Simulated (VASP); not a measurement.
Set up this calculation in VASP 6.6.1, as the native input.

```yaml
Task: single point
Functional: PBE
Potentials_or_basis: VASP PAW PBE potentials, release 64 (Tm, B, F)
Cutoff: 600 eV
k_mesh: 4 × 4 × 4
Occupations: gaussian, width 0.1 eV
Spin: no spin polarisation
Dipole_correction: no
Further_INCAR_settings: ALGO = Normal; EDIFF = 1e-06; NBANDS = 48
```

The structure of Tm3BF lies in POSCAR:

```
Tm3BF
1.0
    4.4603889400      0.0000000000      0.0000000000
    0.0000000000      4.4603889400      0.0000000000
    0.0000000000      0.0000000000      4.4603889400
Tm B F
3 1 1
Direct
    0.5000000000      0.0000000000      0.0000000000
    0.0000000000      0.5000000000      0.0000000000
    0.0000000000      0.0000000000      0.5000000000
    0.5000000000      0.5000000000      0.5000000000
    0.0000000000      0.0000000000      0.0000000000
```

The cell was built from a structure type or drawn by symmetry, and may not be a known phase.

These files were run (other wordings do the same):

INCAR

```
PREC     = Accurate       # precision mode
ENCUT    = 600            # plane-wave cutoff, eV
EDIFF    = 1E-6           # SCF threshold, eV
ISMEAR   = 0              # smearing method
SIGMA    = 0.1            # smearing width, eV
LREAL    = False          # projectors in reciprocal space
LASPH    = True           # aspherical terms in the spheres
NELM     = 200            # most SCF steps
ALGO     = Normal         # electronic algorithm
ISIF     = 2              # what is computed and relaxed
LWAVE    = False          # write WAVECAR
LCHARG   = False          # write CHGCAR
GGA      = PE             # functional
NBANDS   = 48             # bands
GGA_COMPAT= False        
LMAXMIX  = 6              # l up to which the mixer works
```

KPOINTS

```
regular mesh
0
Gamma
  4 4 4
```

Potentials or basis: VASP PAW PBE potentials, release 64 (Tm, B, F).

Run with:

```bash
$ cat potpaw_PBE.64/Tm/POTCAR potpaw_PBE.64/B/POTCAR potpaw_PBE.64/F/POTCAR > POTCAR
$ mpirun -np 1 vasp_std > vasp.out
```

Results of the run:

```
Pressure               : 8.2 GPa
Band gap on the k mesh : zero (an odd number of electrons rules out a gap without spin polarisation)
```

Caveat: the cell stands under pressure; spin-orbit coupling is left out, which moves the levels of the heavy elements; an odd number of electrons without spin polarisation forces a metal; a magnetic or distorted state may lie lower; the run has no spin polarisation, though such a crystal can be magnetic; semilocal functionals describe open f shells poorly, which spoils levels, moments and volumes.

Wall time 94 s on 1 thread of Intel(R) Xeon(R) 6975P-C (Granite Rapids) (shared host), peak memory 0.24 GiB.
